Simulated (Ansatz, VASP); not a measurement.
**One calculation of Si2Ge, two programs**

```
Si Ge
1.0
     2.86098    0.00000    0.00000
    -1.43049    2.47768    0.00000
     0.00000    0.00000    7.00794
Si Ge
2 1
Cartesian
  0.0000 1.6518 4.6720
  1.4305 0.8259 2.3360
  0.0000 0.0000 0.0000
```

Alike in both runs: task relaxation of cell and atoms; functional PBE; k mesh 6 × 6 × 4; occupations gaussian, width 0.1 eV; no spin polarisation.

|  | VASP | Ansatz |
| --- | --- | --- |
| version | VASP 6.6.1 | Ansatz 0.2.0 |
| potentials or method | VASP PAW PBE potentials, release 64 (Si, Ge_d), cutoff 600 eV | scalar-relativistic, plane waves, PAW |
| valence electrons in the cell | 22 | 22 |

```csv
,VASP,Ansatz,Ansatz less VASP
"gap on the k mesh at the Fermi level, each at its own relaxed structure (eV)",none,none,-
relaxed volume (Å³/atom),17.00,17.06,+0.060
relaxed cell length with the largest relative difference (Å),2.968,2.973,+0.0046
```

A gap of «none» marks a metal or a gap that the smearing closes.

The k mesh is coarse, so the values compare programs but aren't converged.
